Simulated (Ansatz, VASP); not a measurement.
## Si in VASP and in Ansatz

The input POSCAR:

```
Si
1.0
   -3.3278250000      3.3278250000      3.3278250000
    3.3278250000     -3.3278250000      3.3278250000
    3.3278250000      3.3278250000     -3.3278250000
Si
8
Direct
    0.7031140000      0.7031140000      0.7031140000
    0.5000000000      0.0000000000      0.7968860000
    0.0000000000      0.7968860000      0.5000000000
    0.7968860000      0.5000000000      0.0000000000
    0.2968860000      0.2968860000      0.2968860000
    0.5000000000      0.0000000000      0.2031140000
    0.0000000000      0.2031140000      0.5000000000
    0.2031140000      0.5000000000      0.0000000000
```

Contents of INCAR.step1:

```
SYSTEM = Si
  PREC = Accurate
  ENCUT = 520
  ISMEAR = -1
  SIGMA = 0.05
  LREAL = .FALSE.
  LASPH = .TRUE.
  NELM = 80
  NBANDS = 26
  GGA = PE
  ALGO = Normal
  EDIFF = 1E-4
  LWAVE = .TRUE.
  LCHARG = .FALSE.
```

The input INCAR.step2:

```
SYSTEM = Si
  PREC = Accurate
  ENCUT = 520
  EDIFF = 1E-7
  ISMEAR = -1
  SIGMA = 0.05
  LREAL = .FALSE.
  LASPH = .TRUE.
  NELM = 80
  ALGO = Normal
  ISIF = 2
  LWAVE = .FALSE.
  LCHARG = .FALSE.
  METAGGA = R2SCAN
  LMIXTAU = .TRUE.
  NBANDS = 26
  ISTART = 1
```

The input KPOINTS:

```
regular mesh
0
G
  6 6 6
  0 0 0
```

input.yaml

```yaml
crystal:
  lattice:
    - [-3.327825, 3.327825, 3.327825]
    - [3.327825, -3.327825, 3.327825]
    - [3.327825, 3.327825, -3.327825]
  atoms:
    - { symbol: Si, position: [0.703114, 0.703114, 0.703114] }
    - { symbol: Si, position: [0.5, 0.0, 0.796886] }
    - { symbol: Si, position: [0.0, 0.796886, 0.5] }
    - { symbol: Si, position: [0.796886, 0.5, 0.0] }
    - { symbol: Si, position: [0.296886, 0.296886, 0.296886] }
    - { symbol: Si, position: [0.5, 0.0, 0.203114] }
    - { symbol: Si, position: [0.0, 0.203114, 0.5] }
    - { symbol: Si, position: [0.203114, 0.5, 0.0] }
hamiltonian:
  xc: r2scan
  pseudopotentials: { kind: paw }
kpoints:
  mp_grid: { grid: [6, 6, 6] }
  band_path:
    path:
      - [[0.0, 0.0, 0.0], [0.5, -0.5, 0.5], [0.0, 0.0, 0.5], [0.0, 0.0, 0.0], [0.25, 0.25, 0.25], [0.5, -0.5, 0.5]]
      - [[0.25, 0.25, 0.25], [0.0, 0.0, 0.5]]
    npoints: 10
scf:
  occupations: { method: fermi_dirac, width: 0.05 }
  n_extra_bands: 20
output:
  forces: true
  stress: true
  eigenvalues: true
  fatbands: true
```

Alike in both runs: functional r2SCAN; k mesh 6 × 6 × 6; occupations fermi-dirac, width 0.05 eV; no spin polarisation.

```csv
,VASP,Ansatz
version,VASP 6.6.1,Ansatz 0.2.0
potentials or method,"VASP PAW PBE potentials, release 64 (Si)",Ansatz PAW
plane-wave cutoff (eV),520,500
valence electrons in the cell,32,32
task,single point,band structure
```

```csv
,VASP,Ansatz,Ansatz less VASP
gap on the k mesh at the Fermi level (eV),none,none,-
pressure (GPa),-1.0,-0.8,+0.22
rms of the force components (eV/Å),0.115,0.109,-0.0057
```

VASP's potentials were made for PBE, not for r2SCAN. Atom by atom the forces differ by 0.006 eV/Å (rms over components). A gap of «none» marks a metal or a gap that the smearing closes. The functional is the same, so the differences come from potentials, cutoffs and numerics.
